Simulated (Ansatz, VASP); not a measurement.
**NaY3: VASP beside Ansatz**

Contents of INCAR:

```
PREC = Accurate ; ENCUT = 520
EDIFF = 1E-6 ; ISMEAR = -1
SIGMA = 0.05 ; LREAL = F
LASPH = T ; NELM = 60
ALGO = Fast ; ISIF = 2
LWAVE = F ; LCHARG = T
GGA = PE ; LELF = T
LVHAR = T ; NBANDS = 28
```

File KPOINTS:

```
regular mesh
0
Gamma
  8 8 8
```

File POSCAR:

```
NaY3
1.0
   -2.4356200000      2.4356200000      5.5029140000
    2.4356200000     -2.4356200000      5.5029140000
    2.4356200000      2.4356200000     -5.5029140000
Y Na
3 1
Direct
    0.5000000000      0.5000000000      0.0000000000
    0.2500000000      0.7500000000      0.5000000000
    0.7500000000      0.2500000000      0.5000000000
    0.0000000000      0.0000000000      0.0000000000
```

input.yaml

```yaml
crystal:
  lattice:
    - [-2.43562, 2.43562, 5.502914]
    - [2.43562, -2.43562, 5.502914]
    - [2.43562, 2.43562, -5.502914]
  atoms:
    - { symbol: "Y", position: [0.5, 0.5, 0.0] }
    - { symbol: "Y", position: [0.25, 0.75, 0.5] }
    - { symbol: "Y", position: [0.75, 0.25, 0.5] }
    - { symbol: Na, position: [0.0, 0.0, 0.0] }
hamiltonian:
  xc: pbe
  pseudopotentials: { kind: paw }
kpoints:
  mp_grid: { grid: [8, 8, 8] }
scf:
  occupations: { method: fermi_dirac, width: 0.05 }
output:
  forces: true
  stress: true
  eigenvalues: true
```

Alike in both runs: task single point; functional PBE; k mesh 8 × 8 × 8; occupations fermi-dirac, width 0.05 eV; no spin polarisation.

```csv
,VASP,Ansatz
version,VASP 6.6.1,Ansatz 0.2.0
potentials or method,"VASP PAW PBE potentials, release 64 (Y_sv, Na_pv)",Ansatz PAW
plane-wave cutoff (eV),520,420
valence electrons in the cell,40,42
```

Ansatz gave:

* gap on the k mesh at the Fermi level (eV): none
* pressure (GPa): -0.1
* traceless stress, the component that is largest in VASP (GPa): -0.29

Question: Estimate VASP's values.

Answer: gap on the k mesh at the Fermi level (eV): none; pressure (GPa): -0.2; traceless stress, the component that is largest in VASP (GPa): -0.31.

A gap of «none» marks a metal or a gap that the smearing closes. VASP's potentials hold 40 valence electrons a cell and Ansatz's 42, so a difference there can come from the potentials and not from the codes.
